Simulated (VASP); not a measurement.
Crystal: Zr2OF2.

```
CELL_PARAMETERS angstrom
3.50986 0.00000 0.00000
-1.75493 3.03963 0.00000
0.00000 0.00000 7.65112
ATOMIC_POSITIONS crystal
Zr 0.00000 0.00000 0.17502
Zr 0.33333 0.66667 0.50733
O 0.33333 0.66667 0.22921
F 0.66667 0.33333 0.01822
F 0.00000 0.00000 0.68023
```

| Property | Result |
| --- | --- |
| Program | VASP 6.6.1 |
| Task | relaxation of shape and atoms at fixed volume |
| Functional | PBE |
| Potentials or basis | VASP PAW PBE potentials, release 64 (Zr_sv, O, F) |
| Cutoff | 600 eV |
| k mesh | 12 × 12 × 4 |
| Occupations | gaussian, width 0.1 eV |
| Spin | no spin polarisation |

At the start: pressure -3.6 GPa; volume 16.33 Å³/atom.

Q: Where does the relaxation end?

A: Over 12 steps the energy falls by 4.3 meV/atom; space group P3m1 (No. 156, to 0.1 Å) before and after.

The path:
```tsv
step	energy change (eV)	largest force (eV/Å)	pressure (GPa)	volume (Å³)
1	0.0000	0.2035	-3.58	81.63
2	-0.0060	0.1834	-3.09	81.63
3	-0.0137	0.2428	-1.78	81.63
4	-0.0178	0.1719	-1.43	81.63
5	-0.0197	0.1138	-0.95	81.63
6	-0.0208	0.0730	-0.73	81.63
7	-0.0212	0.0582	-0.49	81.63
8	-0.0214	0.0204	-0.45	81.63
9	-0.0214	0.0176	-0.43	81.63
10	-0.0214	0.0125	-0.44	81.63
11	-0.0214	0.0128	-0.44	81.63
12	-0.0214	0.0027	-0.45	81.63
```

Final structure:
```yaml
crystal:
  lattice:
    - [3.47899, 0.00000, 0.00000]
    - [-1.73950, 3.01290, 0.00000]
    - [0.00000, 0.00000, 7.78747]
  atoms:
    - { symbol: Zr, position: [0.00000, 0.00000, 0.17904] }
    - { symbol: Zr, position: [0.33333, 0.66667, 0.50263] }
    - { symbol: O, position: [0.33333, 0.66667, 0.23170] }
    - { symbol: F, position: [0.66667, 0.33333, 0.02599] }
    - { symbol: F, position: [0.00000, 0.00000, 0.67064] }
```
